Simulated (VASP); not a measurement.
Wanted: the native input for a VASP 6.6.1 run.

* Task: single point
* Functional: PBE
* Dispersion: D3(BJ)
* Potentials or basis: VASP PAW PBE potentials, release 64 (P)
* Cutoff: 520 eV
* k mesh: 24 × 24 × 24
* Occupations: gaussian, width 0.15 eV
* Spin: no spin polarisation
* Dipole correction: no
* Further INCAR settings: ALGO = Normal; EDIFF = 1e-07; NBANDS = 12

The structure of P lies in POSCAR:

```
P
1.0
    1.7309892891      0.9894922100      2.9189069803
   -1.7309892891      0.9894922100      2.9189069803
    0.0000000000     -1.9789844199      2.9189069803
P
2
Direct
    0.2336660455      0.2336660455      0.2336660455
    0.7663339545      0.7663339545      0.7663339545
```

This cell differs from its parent crystal: strain +0.0100 x Voigt [1, 0, 0, 0, 0, 0].

One way to write it, as run:

INCAR

```
SYSTEM = P
  PREC = Accurate
  ENCUT = 520
  EDIFF = 1E-7
  ISMEAR = 0
  SIGMA = 0.15
  LREAL = .FALSE.
  LASPH = .TRUE.
  NELM = 80
  ALGO = Normal
  ISIF = 2
  LWAVE = .FALSE.
  LCHARG = .FALSE.
  GGA = PE
  IVDW = 12
  NBANDS = 12
```

KPOINTS

```
regular mesh
0
G
  24 24 24
  0 0 0
```

Potentials or basis: VASP PAW PBE potentials, release 64 (P).

Command:

```bash
$ cat potpaw_PBE.64/P/POTCAR > POTCAR
$ mpirun -np 1 vasp_std > vasp.out
```

It gave:

- Pressure: -1.6 GPa
- Largest force: 0.069 eV/Å
- Band gap on the k mesh: zero (bands 5 and 6 overlap by 1.34 eV)
- Dispersion energy per atom: -0.471 eV

Caveat: the cell differs from its parent crystal (strain +0.0100 x Voigt [1, 0, 0, 0, 0, 0]).

Run time: 18 min on 1 thread of Intel Xeon 8259CL (shared host), peak memory 1 GiB.
